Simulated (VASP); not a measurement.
Wanted: the native input for a VASP 6.6.1 run.

| Item | Value |
| --- | --- |
| Task | single point |
| Functional | PBE |
| Potentials or basis | VASP PAW PBE potentials, release 64 (Si, C) |
| Cutoff | 520 eV |
| k mesh | 1 × 1 × 7 |
| Occupations | gaussian, width 0.05 eV |
| Spin | collinear spin |
| Starting moments | [0.3, 0.3, 0.3, 0.3, 0.3, 0.3, 0.3, 0.3, 0.3, 0.3, 0.3, 0.3] μB |
| Dipole correction | no |
| Further INCAR settings | ALGO = Normal; EDIFF = 1e-07; NBANDS = 40 |

The structure of SiC lies in POSCAR:

```
SiC
1.0
   13.6000000000      0.0000000000      0.0000000000
    0.0000000000     12.9000000000      0.0000000000
    0.0000000000      0.0000000000      5.3439781891
Si C
6 6
Direct
    0.3457109365      0.4473700556      0.0844119300
    0.5678269191      0.4241376033      0.0256715329
    0.4373981733      0.6151057513      0.0846251817
    0.4381225610      0.3839313840      0.5130364595
    0.6807376098      0.3573132620      0.5097220372
    0.5355441904      0.5629249184      0.5130909583
    0.3317151878      0.3673469136      0.3429051504
    0.5614150342      0.4282501463      0.3753995760
    0.4957255336      0.6683115339      0.3431903749
    0.4454541636      0.4277739515      0.8443363568
    0.6568120720      0.3683789909      0.8290866597
    0.5035376186      0.5340317102      0.8445237825
```

These files were run (other wordings do the same):

INCAR

```
SYSTEM = SiC
PREC = Accurate
ENCUT = 520
EDIFF = 1E-7
ISMEAR = 0
SIGMA = 0.05
LREAL = .FALSE.
LASPH = .TRUE.
NELM = 150
ALGO = Normal
ISIF = 2
LWAVE = .FALSE.
LCHARG = .FALSE.
ISPIN = 2
MAGMOM = 0.3 0.3 0.3 0.3 0.3 0.3 0.3 0.3 0.3 0.3 0.3 0.3
LORBIT = 11
GGA = PE
NBANDS = 40
```

KPOINTS

```
regular mesh
0
G
  1 1 7
  0 0 0
```

Potentials or basis: VASP PAW PBE potentials, release 64 (Si, C).

Command:

```sh
$ cat potpaw_PBE.64/Si/POTCAR potpaw_PBE.64/C/POTCAR > POTCAR
$ mpirun -np 1 vasp_std > vasp.out
```

Results of the run:

```
Largest force                                         : 0.027 eV/Å
Net moment                                            : 1.43 μB per cell
Site moments                                          : Si -0.00, +0.01, -0.01 (each value once); C +0.12, +0.06, +0.04, +0.37 (each value once) μB
Valence electrons inside the program's atomic spheres : Si 1.67, 1.68, 1.64 (each value once); C 2.39, 2.45, 2.48 (each value once)
```

Wall time 7.7 min on 1 thread of Intel(R) Xeon(R) 6975P-C (Granite Rapids) (shared host), peak memory 1.2 GiB.
